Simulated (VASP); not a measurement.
Set up this calculation in VASP 6.6.1, as the native input.

| Property | Result |
| --- | --- |
| Task | relaxation of cell and atoms |
| Functional | PBE |
| Potentials or basis | VASP PAW PBE potentials, release 64 (Sb, S) |
| Cutoff | 600 eV |
| k mesh | 6 × 6 × 6 |
| Occupations | gaussian, width 0.1 eV |
| Spin | no spin polarisation |
| Dipole correction | no |
| Further INCAR settings | ALGO = Normal; EDIFF = 1e-07; IBRION = 2; EDIFFG = -0.01; NSW = 100; ISIF = 3 |

The structure of Sb3S2 lies in POSCAR:

```
Sb3S2
1.0
    3.1896844212      1.8415651592      4.6548466214
   -3.1896844212      1.8415651592      4.6548466214
    0.0000000000     -3.6831303184      4.6548466214
Sb S
3 2
Direct
    0.2650407656      0.7799853326      0.2650407656
    0.2650407656      0.2650407656      0.7799853326
    0.7799853326      0.2650407656      0.2650407656
    0.2949040145      0.2949040145      0.2949040145
    0.9628781817      0.9628781817      0.9628781817
```

The input as run:

INCAR

```
SYSTEM = Sb3S2
PREC = Accurate ; ENCUT = 600
EDIFF = 1E-7 ; ISMEAR = 0
SIGMA = 0.1 ; LREAL = .False.
LASPH = .True. ; NELM = 80
ALGO = Normal ; ISIF = 3
LWAVE = .False. ; LCHARG = .False.
GGA = PE ; IBRION = 2
NSW = 100 ; EDIFFG = -0.01
```

KPOINTS

```
regular mesh
0
Gamma
  6 6 6
  0 0 0
```

Potentials or basis: VASP PAW PBE potentials, release 64 (Sb, S).

The run is started by

```sh
$ cat potpaw_PBE.64/Sb/POTCAR potpaw_PBE.64/S/POTCAR > POTCAR
$ mpirun -np 1 vasp_std > vasp.out
```

Results of the run:

```yaml
Relaxed_volume: 33.74 Å³/atom
Relaxed_cell: a = 5.925 Å, b = 5.925 Å, c = 5.925 Å, α = 66.84°, β = 66.84°, γ = 66.84°
Space_group_after_relaxing_to_0.05_Å: R3m (No. 160)
Energy_gained_by_relaxing: 4.4 meV/atom
Ionic_steps: 18
Pressure_after_relaxing: 0.0 GPa
Largest_force_after_relaxing: 0.006 eV/Å
```

Run time: 13 min on 1 thread of Intel(R) Xeon(R) 6975P-C (Granite Rapids), on a shared host, peak memory 0.41 GiB.
